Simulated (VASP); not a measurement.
Runs of VASP 6.6.1 on Sn. The structure is that of space group Fd-3m (No. 227), or close to it. The cells are those of the table. 

| level | cell | gap on the mesh (eV) | pressure (GPa) |
| --- | --- | --- | --- |
| r2SCAN | a = 4.550 Å, angles 60.0°, 2 atoms | none | 3.1 |
| PBE | a = 4.661 Å, angles 60.0°, 2 atoms | none | 1.1 |
| PBE | a = 4.612 Å, angles 60.0°, 2 atoms | none | 2.5 |
| PBE | a = 4.708 Å, angles 60.0°, 2 atoms | none | (a) |
| r2SCAN | a = 4.691 Å, angles 60.0°, 2 atoms | none | (b) |

Alike in all rows: task single point; potentials or basis VASP PAW PBE potentials, release 64 (Sn_d); no spin polarisation; k mesh 6 × 6 × 6; cutoff (eV) 520; smearing fermi-dirac 0.02 eV.

Problem. Fill in the values left out.

Solution. (a) -0.1; (b) -1.2.

Caveats: spin-orbit coupling is left out, which moves the levels of the heavy elements; the PAW data sets were made with another functional, which shifts forces and pressure a little (some runs).

A k mesh can miss the band edges, and the runs leave out spin-orbit coupling on Sn.

A gap of «none» marks levels without a gap at the run's occupations.
